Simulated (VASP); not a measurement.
# Al (I4mm) in VASP: notebook

Runs on Al. Level: PBEsol+D3(BJ). Tasks: single point.

Program: VASP 6.6.1. These are calculated values, not measurements. Logs are shortened: lines on timing, memory, paths and dates and some standing lists are left out, and cuts for length are marked.

### Step 1. The cell of the first run

The structure is tetragonal, space group I4mm (No. 107). The conventional cell has a = 5.604 Å, b = 5.604 Å, c = 7.925 Å, α = 90.00°, β = 90.00°, γ = 90.00°. Al (site symmetry 4mm) has 12 Al at 2.66 to 2.95 Å within 3.5 Å. Al (site symmetry m) has 12 Al at 2.66 to 2.95 Å within 3.5 Å. Al (site symmetry 2mm) has 12 Al at 2.80 to 2.81 Å within 3.7 Å. Al (site symmetry 4mm) has 12 Al at 2.80 Å within 3.7 Å.

### Step 2. Single point, PBEsol+D3(BJ) (atom 1 (Al) moved -0.200 Å along Cartesian [0 1 0])

File INCAR:

```
PREC = Accurate
ENCUT = 520
EDIFF = 1E-6
ISMEAR = 0
SIGMA = 0.15
LREAL = False
LASPH = True
NELM = 100
ALGO = Fast
ISIF = 2
LWAVE = False
LCHARG = False
GGA = PS
IVDW = 12
NBANDS = 22
```

File KPOINTS:

```
Automatic mesh
0
Gamma
  14 14 14
```

File POSCAR:

```
Al
1.0
   -3.9625552280      3.9625552280      0.0000000000
   -3.9625552280      0.0000000000      3.9625552280
    0.0000000000      3.9625552280      3.9625552280
Al
8
Direct
   -0.0252362413      0.0252362413     -0.0252362413
    0.5000000000      0.0000000000      0.0000000000
    0.0000000000      0.5000000000      0.0000000000
    0.0000000000      0.0000000000      0.5000000000
    0.5000000000      0.5000000000      0.0000000000
    0.5000000000      0.0000000000      0.5000000000
    0.0000000000      0.5000000000      0.5000000000
    0.5000000000      0.5000000000      0.5000000000
```

Potentials or basis: VASP PAW PBE potentials, release 64 (Al).

Run with:

```console
cat potpaw_PBE.64/Al/POTCAR > POTCAR
mpirun -np 1 vasp_std > vasp.out
```

OUTCAR:

```text
PREC = Accurate
   ENCUT = 520
   EDIFF = 1E-6
   ISMEAR = 0
   LREAL = False
   LASPH = True
   NELM = 100
   ISIF = 2
   GGA = PS
   IVDW = 12
 IVDW          = 12

 ion  position               nearest neighbor table
   1  0.975  0.025  0.975-   2 2.66   4 2.66   5 2.66   7 2.66   6 2.81   6 2.81   3 2.81   3 2.81
                             5 2.95   4 2.95   7 2.95   2 2.95
   2  0.500  0.000  0.000-   1 2.66   5 2.80   6 2.80   4 2.80   6 2.80   8 2.80   3 2.80   5 2.80
                             8 2.80   3 2.80   4 2.80   1 2.95
   3  0.000  0.500  0.000-   5 2.80   7 2.80   4 2.80   7 2.80   8 2.80   2 2.80   4 2.80   2 2.80
                             5 2.80   8 2.80   1 2.81   1 2.81
   4  0.000  0.000  0.500-   1 2.66   6 2.80   7 2.80   2 2.80   3 2.80   3 2.80   7 2.80   8 2.80
                             2 2.80   6 2.80   8 2.80   1 2.95
   5  0.500  0.500  0.000-   1 2.66   2 2.80   3 2.80   8 2.80   6 2.80   7 2.80   8 2.80   2 2.80
                             6 2.80   3 2.80   7 2.80   1 2.95
   6  0.500  0.000  0.500-   2 2.80   4 2.80   8 2.80   2 2.80   5 2.80   5 2.80   7 2.80   8 2.80
                             4 2.80   7 2.80   1 2.81   1 2.81
   7  0.000  0.500  0.500-   1 2.66   3 2.80   4 2.80   8 2.80   3 2.80   5 2.80   4 2.80   6 2.80
                             5 2.80   6 2.80   8 2.80   1 2.95
   8  0.500  0.500  0.500-   5 2.80   6 2.80   7 2.80   2 2.80   3 2.80   5 2.80   2 2.80   4 2.80
                             6 2.80   3 2.80   4 2.80   7 2.80

  LATTYP: Found a face centered cubic cell.
 ALAT       =     7.9251104560

  Lattice vectors:

 A1 = (  -3.9625552280,   3.9625552280,   0.0000000000)
 A2 = (  -3.9625552280,   0.0000000000,   3.9625552280)
 A3 = (   0.0000000000,   3.9625552280,   3.9625552280)

Analysis of symmetry for initial positions (statically):
=====================================================================
 Subroutine PRICEL returns:
 Original cell was already a primitive cell.

 Routine SETGRP: Setting up the symmetry group for a
 face centered cubic supercell.

 Subroutine GETGRP returns: Found  8 space group operations
 (whereof  8 operations were pure point group operations)
 out of a pool of 48 trial point group operations.

The static configuration has the point symmetry C_4v.

Analysis of symmetry for dynamics (positions and initial velocities):
=====================================================================
 Subroutine PRICEL returns:
 Original cell was already a primitive cell.

 Routine SETGRP: Setting up the symmetry group for a
 face centered cubic supercell.

 Subroutine GETGRP returns: Found  8 space group operations
 (whereof  8 operations were pure point group operations)
 out of a pool of 48 trial point group operations.

The dynamic configuration has the point symmetry C_4v.

 Subroutine INISYM returns: Found  8 space group operations
 (whereof  8 operations are pure point group operations),
 and found     1 'primitive' translations

----------------------------------------------------------------------------------------

                                     Primitive cell

  volume of cell :     124.4388

  direct lattice vectors                    reciprocal lattice vectors
    -3.962555228  3.962555228  0.000000000    -0.126181207  0.126181207 -0.126181207
    -3.962555228  0.000000000  3.962555228    -0.126181207 -0.126181207  0.126181207
     0.000000000  3.962555228  3.962555228     0.126181207  0.126181207  0.126181207

  length of vectors
     5.603899345  5.603899345  5.603899345     0.218552261  0.218552261  0.218552261

  position of ions in fractional coordinates (direct lattice)
     0.974763759  0.025236241  0.974763759
     0.500000000  0.000000000  0.000000000
     0.000000000  0.500000000  0.000000000
     0.000000000  0.000000000  0.500000000
     0.500000000  0.500000000  0.000000000
     0.500000000  0.000000000  0.500000000
     0.000000000  0.500000000  0.500000000
     0.500000000  0.500000000  0.500000000

  ion indices of the primitive-cell ions
   primitive index   ion index
                 1           1
                 2           2
                 3           3
                 4           4
                 5           5
                 6           6
                 7           7
                 8           8

----------------------------------------------------------------------------------------

 KPOINTS: Automatic mesh

Automatic generation of k-mesh.
 Grid dimensions read from file:
 generate k-points for:   14   14   14

 Generating k-lattice:

  Cartesian coordinates                     Fractional coordinates (reciprocal lattice)
    -0.009012943  0.009012943 -0.009012943     0.071428571  0.000000000  0.000000000
    -0.009012943 -0.009012943  0.009012943     0.000000000  0.071428571  0.000000000
     0.009012943  0.009012943  0.009012943     0.000000000  0.000000000  0.071428571

  Length of vectors
     0.015610876  0.015610876  0.015610876

  Shift w.r.t. Gamma in fractional coordinates (k-lattice)
     0.000000000  0.000000000  0.000000000

 Subroutine IBZKPT returns following result:
 ===========================================

 Found    244 irreducible k-points:

 Following reciprocal coordinates:
            Coordinates               Weight
  0.000000  0.000000  0.000000      1.000000
  0.071429  0.000000  0.000000      8.000000
  0.142857  0.000000  0.000000      8.000000
  0.214286  0.000000  0.000000      8.000000
  0.285714  0.000000  0.000000      8.000000
  0.357143  0.000000  0.000000      8.000000
[... 16 lines left out ...]
 -0.428571  0.071429  0.000000     16.000000
  0.071429  0.000000 -0.428571      8.000000
 [... further k-points ...]
   k-points           NKPTS =    244   k-points in BZ     NKDIM =    244   number of bands    NBANDS=     22
   number of dos      NEDOS =    301   number of ions     NIONS =      8
   total plane-waves  NPLWV =  74088
   dimension x,y,z NGX =    42 NGY =   42 NGZ =   42
   dimension x,y,z NGXF=    84 NGYF=   84 NGZF=   84
   ions per type =               8
   NGX,Y,Z   is equivalent  to a cutoff of  12.46, 12.46, 12.46 a.u.
   NGXF,Y,Z  is equivalent  to a cutoff of  24.92, 24.92, 24.92 a.u.
 SYSTEM =  unknown system
   PREC   = accura    normal or accurate (medium, high low for compatibility)
   ISTART =      0    job   : 0-new  1-cont  2-samecut
   ICHARG =      2    charge: 1-file 2-atom 10-const
   ISPIN  =      1    spin polarized calculation?
   LNONCOLLINEAR =      F non collinear calculations
   LSORBIT =      F    spin-orbit coupling
   LASPH  =      T    aspherical Exc in radial PAW
   ENCUT  =  520.0 eV  38.22 Ry    6.18 a.u.  10.42 10.42 10.42*2*pi/ulx,y,z
   NELM   =    100;   NELMIN=  2; NELMDL= -5     # of ELM steps
   EDIFF  = 0.1E-05   stopping-criterion for ELM
   LREAL  =      F    real-space projection
   EDIFFG = 0.1E-04   stopping-criterion for IOM
   NSW    =      0    number of steps for IOM
   IBRION =     -1    ionic relax: 0-MD 1-quasi-New 2-CG
   NFREE  =      0    steps in history (QN), initial steepest desc. (CG)
   ISIF   =      2    stress and relaxation
   ISYM   =      2    0-nonsym 1-usesym 2-fastsym
   POTIM  = 0.5000    time-step for ionic-motion
   TEBEG  =    0.0;   TEEND  =   0.0 temperature during run
   PSTRESS=    0.0 pullay stress
   NELECT =      24.0000    total number of electrons
   NUPDOWN=      -1.0000    fix difference up-down
   EMIN   =  10.00;   EMAX   =-10.00  energy-range for DOS
   EFERMI =   0.00;   METHOD = LEGACY
   ISMEAR =     0;   SIGMA  =   0.15  broadening in eV -4-tet -1-fermi 0-gaus
   EFERMI_NEDOS =   21; number of points for ismear=-14 and -15
   IALGO  =     68    algorithm
   IMIX   =      4    mixing-type and parameters
     AMIX     =   0.40;   BMIX     =  1.00
     AMIX_MAG =   1.60;   BMIX_MAG =  1.00
  volume/ion in A,a.u.               =      15.55       104.97
  Fermi-wavevector in a.u.,A,eV,Ry     =   0.945859  1.787415 12.172452  0.894650
  Thomas-Fermi vector in A             =   2.073802
   LORBIT       =      0    0 simple, 1 ext, 2 COOP (PROOUT), +10 PAW based schemes
   GGA     = PS    functional components
   LHFCALC =     F    Hartree Fock is set to
   AEXX    =    0.0000 exact exchange contribution
   IVDW    =    12    specifies the selected vdW correction
   LEPSILON=     F    determine dielectric tensor
   LRPA    =     F    only Hartree local field effects (RPA)
 non-spin polarized calculation
 RMM-DIIS sequential band-by-band and
 Gauss-broadening in eV      SIGMA  =   0.15
  energy-cutoff  :      520.00
  volume of cell :      124.44
 maximum number of plane-waves:      3383
 NGX is ok and might be reduce to    42
   NGX = 21   NGY = 21   NGZ = 21

 number of electron      24.0000000 magnetization

 Free energy of the ion-electron system (eV)
  ---------------------------------------------------
  ext. energy  EPLUGINS =         0.00000000
  ---------------------------------------------------
  free energy    TOTEN  =       -32.58303991 eV

  energy without entropy =      -32.54525847  energy(sigma->0) =      -32.56414919

 E-fermi :   8.5758     XC(G=0): -10.4714

 val. band max:        8.5743649297   @ k =   0.0714   0.4286   0.3571
 cond. band min:       8.5769378818   @ k =   0.5000   0.2143   0.0000
 fundamental gap:      0.0025729521
 Fermi energy:         8.5758115837

 k-point     1 :       0.0000    0.0000    0.0000
  band No.  band energies     occupation
      1      -2.9766      2.00000
      2       3.6196      2.00000
      3       3.7076      2.00000
      4       3.7076      2.00000
      5       3.7297      2.00000
      6       4.1289      2.00000
[... 14 lines left out ...]
     21      14.4435      0.00000
     22      14.4913      0.00000

 k-point     2 :       0.0714    0.0000    0.0000
  band No.  band energies     occupation
      1      -2.9406      2.00000
      2       2.9452      2.00000
      3       3.5286      2.00000
      4       3.5691      2.00000
      5       3.6295      2.00000
      6       4.2771      2.00000
[... 542 lines left out ...]
 k-point    24 :       0.0714    0.0000   -0.4286
  band No.  band energies     occupation
      1      -1.5160      2.00000
      2      -0.8357      2.00000
      3       2.4155      2.00000
      4       3.0541      2.00000
      5       3.0761      2.00000
      6       3.6936      2.00000
[... 14 lines left out ...]
     21      13.0986      0.00000
     22      13.9279      0.00000

 [... further k-points ...]

------------------------ aborting loop because EDIFF is reached ----------------------------------------

 Edisp (eV)   -2.69644

 E8    (eV) :    -1.8159

  FORCE on cell =-STRESS in cart. coord.  units (eV):
  Direction    XX          YY          ZZ          XY          YZ          ZX
  --------------------------------------------------------------------------------------
  -------------------------------------------------------------------------------------
  Total       0.39236     0.47028     0.39236     0.00000    -0.00000     0.00000
  in kB       5.05172     6.05495     5.05172     0.00000    -0.00000     0.00000
  external pressure =        5.39 kB  Pullay stress =        0.00 kB

 VOLUME and BASIS-vectors are now :
 -----------------------------------------------------------------------------
  energy-cutoff  :      520.00
  volume of cell :      124.44
      direct lattice vectors                 reciprocal lattice vectors
    -3.962555228  3.962555228  0.000000000    -0.126181207  0.126181207 -0.126181207
    -3.962555228  0.000000000  3.962555228    -0.126181207 -0.126181207  0.126181207
     0.000000000  3.962555228  3.962555228     0.126181207  0.126181207  0.126181207

 POSITION                                       TOTAL-FORCE (eV/Angst)
 -----------------------------------------------------------------------------------
     -3.96256      7.72511      3.96256         0.000000      1.143888      0.000000
     -1.98128      1.98128      0.00000         0.347382     -0.306123      0.000000
     -1.98128      0.00000      1.98128        -0.000000      0.056559      0.000000
      0.00000      1.98128      1.98128         0.000000     -0.306123     -0.347382
     -3.96256      1.98128      1.98128         0.000000     -0.306123      0.347382
     -1.98128      3.96256      1.98128         0.000000      0.056559     -0.000000
     -1.98128      1.98128      3.96256        -0.347382     -0.306123      0.000000
     -3.96256      3.96256      3.96256         0.000000     -0.032515      0.000000
 -----------------------------------------------------------------------------------
    total drift:                               -0.000000     -0.000004      0.000000

  FREE ENERGIE OF THE ION-ELECTRON SYSTEM (eV)
  ---------------------------------------------------
  free  energy   TOTEN  =       -35.2794811787 eV

  energy  without entropy=      -35.2416997388  energy(sigma->0) =      -35.26059046
```

Run time: 14 min. Hardware: 1 thread of Intel Xeon 6975P-C, shared host; peak memory 0.58 GiB.

What came out:

| Item | Value |
| --- | --- |
| Free energy | -35.2795 eV |
| Pressure | 0.5 GPa |
| Largest force | 1.144 eV/Å |
| Band gap on the k mesh | zero (band 12 reaches 9.78 eV, above the bottom of band 13 at 6.94 eV) |
| Dispersion energy per atom | -0.337 eV |

Forces in eV/Å, atoms in the order of the input:
```
Al   0.000  1.144  0.000
Al   0.347 -0.306  0.000
Al   0.000  0.057  0.000
Al   0.000 -0.306 -0.347
Al   0.000 -0.306  0.347
Al   0.000  0.057  0.000
Al  -0.347 -0.306  0.000
Al   0.000 -0.033  0.000
```

Caveat: the cell differs from its parent crystal (atom 1 (Al) moved -0.200 Å along Cartesian [0 1 0]); the PAW data sets were made with another functional, which shifts forces and pressure a little; pairwise dispersion overbinds metals, which lowers pressure and volume.

### Step 3. Single point, PBEsol+D3(BJ) (atom 1 (Al) moved +0.133 Å along Cartesian [0 1 0])

File INCAR:

```
PREC = Accurate ; ENCUT = 520
EDIFF = 1E-7 ; ISMEAR = 0
SIGMA = 0.15 ; LREAL = F
LASPH = T ; NELM = 100
ALGO = Fast ; ISIF = 2
LWAVE = F ; LCHARG = F
GGA = PS ; IVDW = 12
NBANDS = 22
```

File KPOINTS:

```
regular mesh
0
Gamma
  14 14 14
```

POSCAR, as its differences from that of step 2:

```diff
@@ -8,3 +8,3 @@
 Direct
-   -0.0252362413      0.0252362413     -0.0252362413
+    0.0168199548     -0.0168199548      0.0168199548
     0.5000000000      0.0000000000      0.0000000000
```

Potentials or basis: VASP PAW PBE potentials, release 64 (Al).

Run with:

```console
cat potpaw_PBE.64/Al/POTCAR > POTCAR
mpirun -np 1 vasp_std > vasp.out
```

Run time: 14 min. Hardware: 1 thread of Intel Xeon 6975P-C, shared host; peak memory 0.58 GiB.

The run converged. Its results:

```yaml
Free_energy: -35.3427 eV
Pressure: 0.3 GPa
Largest_force: 0.753 eV/Å
Band_gap_on_the_k_mesh: zero (band 12 reaches 9.80 eV, above the bottom of band 13 at 6.95 eV)
Dispersion_energy_per_atom: -0.337 eV
```

Forces on the atoms (eV/Å):
```
Al   0.000 -0.753  0.000
Al  -0.226  0.202  0.000
Al   0.000 -0.038  0.000
Al   0.000  0.202  0.226
Al   0.000  0.202 -0.226
Al   0.000 -0.038  0.000
Al   0.226  0.202  0.000
Al   0.000  0.023  0.000
```

Levels at points of the mesh, in eV from the Fermi level:
```tsv
k point	band 9	band 10	band 11	band 12	band 13	band 14	band 15	band 16
(0.00, 0.00, 0.00)	-4.41	-3.06	-3.06	-3.05	-1.63	-1.63	-1.62	5.24
(0.50, 0.00, 0.00)	-0.86	-0.82	-0.81	-0.77	-0.76	-0.73	3.49	3.54
(0.50, 0.50, 0.00)	-0.92	-0.91	0.04	0.05	1.06	1.17	1.29	1.35
(0.50, 0.00, 0.50)	-0.82	-0.82	0.03	0.05	1.23	1.24	1.24	1.24
```

Caveat: the cell differs from its parent crystal (atom 1 (Al) moved +0.133 Å along Cartesian [0 1 0]); the PAW data sets were made with another functional, which shifts forces and pressure a little; pairwise dispersion overbinds metals, which lowers pressure and volume.
